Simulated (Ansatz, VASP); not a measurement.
## One calculation of Hf, two programs

```xyz
4
Lattice="3.2757 0.0000 0.0000 -1.6379 2.8369 0.0000 0.0000 0.0000 10.4765" Properties=species:S:1:pos:R:3 pbc="T T T"
Hf    0.0000    0.0000    0.0000
Hf    3.2757    0.0000    5.2383
Hf    0.0000    1.8912    2.6191
Hf    1.6379    0.9456    7.8574
```

Alike in both runs: task single point; functional PBEsol; k mesh 13 × 13 × 4; occupations fermi-dirac, width 0.1 eV; no spin polarisation.

```csv
,VASP,Ansatz
version,VASP 6.6.1,Ansatz 0.2.0
potentials or method,"VASP PAW PBE potentials, release 64 (Hf_pv), cutoff 520 eV","plane waves (420 eV) with PAW, scalar-relativistic"
valence electrons in the cell,40,104
```

VASP gave:

```
pressure (GPa)                                                : -10.8
traceless stress, the component that is largest in VASP (GPa) : -0.06
```

Which values does Ansatz return?

Pressure (GPa): -10.4; traceless stress, the component that is largest in VASP (GPa): -0.03.

VASP's potentials were made for PBE, not for PBEsol, and Ansatz warns of the same on its side. The functional is the same, so the differences come from potentials, cutoffs and numerics. VASP's potentials hold 40 valence electrons a cell and Ansatz's 104, so a difference there can come from the potentials and not from the codes.

Neither program's run includes spin-orbit coupling.
